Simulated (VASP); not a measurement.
Set up this calculation in VASP 6.6.1, as the native input.

* Task: single point
* Functional: PBE
* Potentials or basis: VASP PAW PBE potentials, release 64 (Zr_sv)
* Cutoff: 520 eV
* k mesh: 14 × 14 × 13
* Occupations: fermi-dirac, width 0.05 eV
* Spin: no spin polarisation
* Dipole correction: no
* Further INCAR settings: ALGO = Normal; EDIFF = 1e-07; NBANDS = 12

The structure of Zr lies in POSCAR:

```
Zr
1.0
    2.9982244932      0.0000000000      0.0000000000
   -1.4991122466      2.5965385774      0.0000000000
    0.0000000000      0.0000000000      3.0006750627
Zr
1
Direct
    0.0000000000      0.0000000000      0.0000000000
```

This isn't the form of Zr at room conditions, which is hcp.

The input as run:

INCAR

```
SYSTEM = Zr
PREC     = Accurate       ! precision mode
ENCUT    = 520            ! plane-wave cutoff, eV
EDIFF    = 1E-7           ! SCF threshold, eV
ISMEAR   = -1             ! smearing method
SIGMA    = 0.05           ! smearing width, eV
LREAL    = .FALSE.        ! projectors in reciprocal space
LASPH    = .TRUE.         ! aspherical terms in the spheres
NELM     = 100            ! most SCF steps
ALGO     = Normal         ! electronic algorithm
ISIF     = 2              ! what is computed and relaxed
LWAVE    = .FALSE.        ! write WAVECAR
LCHARG   = .TRUE.         ! write CHGCAR
GGA      = PE             ! functional
LELF     = .TRUE.         ! ELF
LVHAR    = .TRUE.       
NBANDS   = 12             ! bands
```

KPOINTS

```
Automatic mesh
0
G
  14 14 13
  0 0 0
```

Potentials or basis: VASP PAW PBE potentials, release 64 (Zr_sv).

Run with:

```console
$ cat potpaw_PBE.64/Zr_sv/POTCAR > POTCAR
$ mpirun -np 1 vasp_std > vasp.out
```

Results of the run:

```
Pressure               : 1.8 GPa
Band gap on the k mesh : zero (bands 6 and 7 overlap by 0.47 eV)
```

It took 36 s on 1 thread of AMD EPYC 7R13 (shared host), peak memory 0.14 GiB.
